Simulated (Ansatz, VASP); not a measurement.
One calculation of CdSe, two programs

POSCAR

```
CdSe
1.0
    4.3407236624      0.0000000000      0.0000000000
   -2.1703618312      3.7591769624      0.0000000000
    0.0000000000      0.0000000000      7.2181789037
Cd Se
2 2
Direct
    0.3333333333      0.6666666667      0.0015566781
    0.6666666667      0.3333333333      0.5015566781
    0.3333333333      0.6666666667      0.3734433219
    0.6666666667      0.3333333333      0.8734433219
```

File INCAR.step1:

```
  PREC = Accurate
  ENCUT = 520
  ISMEAR = 0
  SIGMA = 0.01
  LREAL = False
  LASPH = True
  NELM = 60
  NBANDS = 26
  GGA = PE
  ALGO = Normal
  EDIFF = 1E-4
  LWAVE = True
  LCHARG = False
```

INCAR.step2

```
  PREC = Accurate
  ENCUT = 520
  EDIFF = 1E-6
  ISMEAR = 0
  SIGMA = 0.01
  LREAL = False
  LASPH = True
  NELM = 60
  ALGO = Normal
  ISIF = 2
  LWAVE = False
  LCHARG = False
  METAGGA = R2SCAN
  LMIXTAU = True
  NBANDS = 26
  ISTART = 1
```

The input KPOINTS:

```
Automatic mesh
0
Gamma
  12 12 4
```

Input for Ansatz:

```yaml
crystal:
  lattice:
    - [4.3407236624, 0.0, 0.0]
    - [-2.1703618312, 3.7591769624, 0.0]
    - [0.0, 0.0, 7.2181789037]
  atoms:
    - { symbol: Cd, position: [0.3333333333, 0.6666666667, 0.0015566781] }
    - { symbol: Cd, position: [0.6666666667, 0.3333333333, 0.5015566781] }
    - { symbol: Se, position: [0.3333333333, 0.6666666667, 0.3734433219] }
    - { symbol: Se, position: [0.6666666667, 0.3333333333, 0.8734433219] }
kpoints:
  mp_grid: { grid: [12, 12, 4] }
  band_path:
    path:
      - [0.0, 0.0, 0.0]
      - [0.5, 0.0, 0.0]
      - [0.3333333333, 0.3333333333, 0.0]
      - [0.0, 0.0, 0.5]
      - [0.5, 0.0, 0.5]
      - [0.3333333333, 0.3333333333, 0.5]
    npoints: 1
hamiltonian:
  xc: r2scan
scf:
  occupations: { method: fixed }
  n_extra_bands: 5
output:
  forces: true
  stress: true
  eigenvalues: true
```

Change from the starting cell: uniaxial_z strain +2.0%.

Alike in both runs: task single point; functional r2SCAN; k mesh 12 × 12 × 4; no spin polarisation.

|  | VASP | Ansatz |
| --- | --- | --- |
| version | VASP 6.6.1 | Ansatz 0.2.0 |
| potentials or method | VASP PAW PBE potentials, release 64 (Cd, Se) | plane waves, PAW |
| plane-wave cutoff (eV) | 520 | 500 |
| occupations | gaussian, width 0.01 eV | fixed |
| valence electrons in the cell | 36 | 72 |

Ansatz gave:

```
gap on the k mesh at the Fermi level (eV)                     : 1.02
pressure (GPa)                                                : -1.0
traceless stress, the component that is largest in VASP (GPa) : -0.58
```

**Question.** Estimate VASP's values.

**Answer.** gap on the k mesh at the Fermi level (eV): 1.01; pressure (GPa): -0.8; traceless stress, the component that is largest in VASP (GPa): -0.58.

VASP's potentials were made for PBE, not for r2SCAN. VASP's potentials hold 36 valence electrons a cell and Ansatz's 72, so a difference there can come from the potentials and not from the codes.
